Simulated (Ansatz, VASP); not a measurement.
**Two plane-wave programs on SnO2**

```
Sn O
1.0
    -1.82722    1.82722    5.29377
     1.82722   -1.82722    5.29377
     1.82722    1.82722   -5.29377
Sn O
2 4
Direct
  0.75000 0.25000 0.50000
  0.00000 0.00000 0.00000
  0.79700 0.79700 0.00000
  0.95300 0.45300 0.50000
  0.20300 0.20300 0.00000
  0.54700 0.04700 0.50000
```

Change from the starting cell: strain -0.080 along x and y, +0.040 along z, atoms carried along.

Alike in both runs: task single point; functional LDA; k mesh 10 × 10 × 10; occupations gaussian, width 0.05 eV; no spin polarisation.

|  | VASP | Ansatz |
| --- | --- | --- |
| version | VASP 6.6.1 | Ansatz 0.2.0 |
| potentials or method | VASP PAW LDA potentials, release 64 (Sn_d, O), cutoff 520 eV | scalar-relativistic, plane waves, PAW |
| valence electrons in the cell | 52 | 52 |

```csv
,VASP,Ansatz,Ansatz less VASP
gap on the k mesh at the Fermi level (eV),2.87,2.83,-0.036
least direct gap on the mesh (eV),3.48,3.44,-0.040
pressure (GPa),35.7,34.4,-1.24
"traceless stress, the component that is largest in VASP (GPa)",-22.88,-22.66,+0.215
rms of the force components (eV/Å),0.543,0.546,+0.0031
```

LDA's correlation is that of Perdew and Zunger in VASP and of Perdew and Wang (1992) in Ansatz. Atom by atom the forces differ by 0.003 eV/Å (rms over components). Both programs put the cell under a high pressure, so it lies far from rest at this level.
